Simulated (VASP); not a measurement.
Input of a VASP 6.6.1 run:

Contents of INCAR:

```
SYSTEM = WS2
  ALGO = Normal
  EDIFF = 1E-8
  ENCUT = 520
  GGA = PS
  ISIF = 2
  ISMEAR = -1
  LASPH = .True.
  LCHARG = .False.
  LEFG = .True.
  LREAL = .False.
  LWAVE = .False.
  NBANDS = 20
  NELM = 100
  PREC = Accurate
  SIGMA = 0.03
```

KPOINTS

```
k-points
0
Gamma
  15 15 15
  0 0 0
```

File POSCAR:

```
WS2
1.0
    1.5576599252      0.8993153771      6.0800315456
   -1.5576599252      0.8993153771      6.0800315456
    0.0000000000     -1.7986307542      6.0800315456
W S
1 2
Direct
    0.0000000000      0.0000000000      0.0000000000
    0.7503000000      0.7503000000      0.7503000000
    0.5810000000      0.5810000000      0.5810000000
```

Potentials or basis: VASP PAW PBE potentials, release 64 (W_sv, S).

Launch:

```bash
$ cat potpaw_PBE.64/W_sv/POTCAR potpaw_PBE.64/S/POTCAR > POTCAR
$ mpirun -np 1 vasp_std > vasp.out
```

**Question.** What does it give for the pressure?

**Answer.** 7.0 GPa.

**Question.** Predict the band gap on the k mesh.

**Answer.** 0.99 eV, indirect (least direct gap 1.99 eV).

**Question.** Estimate the largest force.

**Answer.** 1.051 eV/Å.

Forces in eV/Å, atoms in the order of the input:
```
W    0.000  0.000 -0.661
S    0.000  0.000  1.051
S    0.000  0.000 -0.390
```

Caveat: without QUAD_EFG the Cq values of the log hold for a quadrupole moment of 1 mb, not for the nuclei; the PAW data sets were made with another functional, which shifts forces and pressure a little; spin-orbit coupling is left out, which moves the levels of the heavy elements. A k mesh can miss the band edges.
